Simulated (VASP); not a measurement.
Input of a VASP 6.6.1 run:

INCAR

```
ALGO     = Normal         # electronic algorithm
EDIFF    = 1E-6           # SCF threshold, eV
EDIFFG   = -0.005         # ionic threshold
ENCUT    = 600            # plane-wave cutoff, eV
GGA      = RP             # functional
IBRION   = 2              # ionic algorithm
ISIF     = 3              # what is computed and relaxed
ISMEAR   = 0              # smearing method
ISPIN    = 2              # spin polarisation
LASPH    = T              # aspherical terms in the spheres
LCHARG   = F              # write CHGCAR
LORBIT   = 11             # projections on sites
LREAL    = F              # projectors in reciprocal space
LWAVE    = F              # write WAVECAR
MAGMOM   = 0 0            # initial moments
NELM     = 150            # most SCF steps
NSW      = 80             # ionic steps
PREC     = Accurate       # precision mode
SIGMA    = 0.1            # smearing width, eV
```

Contents of KPOINTS:

```
k-points
0
Gamma
  7 7 7
```

Contents of POSCAR:

```
KCl
1.0
    0.0000000000      3.1464700000      3.1464700000
    3.1464700000      0.0000000000      3.1464700000
    3.1464700000      3.1464700000      0.0000000000
K Cl
1 1
Direct
    0.0000000000      0.0000000000      0.0000000000
    0.5000000000      0.5000000000      0.5000000000
```

Potentials or basis: VASP PAW PBE potentials, release 64 (K_sv, Cl).

Launch:

```sh
$ cat potpaw_PBE.64/K_sv/POTCAR potpaw_PBE.64/Cl/POTCAR > POTCAR
$ mpirun -np 1 vasp_std > vasp.out
```

(1) Predict the band gap on the k mesh.

(2) Predict the relaxed cell.

(3) Estimate the net moment.

(4) Predict the relaxed volume.

Answers

(1) 5.08 eV, direct.

(2) a = 4.655 Å, b = 4.655 Å, c = 4.655 Å, α = 60.00°, β = 60.00°, γ = 60.00°.

(3) 0.00 μB per cell.

(4) 35.67 Å³/atom.

Caveat: the PAW data sets were made with another functional, which shifts forces and pressure a little; the volume moved by +15 % from the deposited cell, more than functionals usually miss.
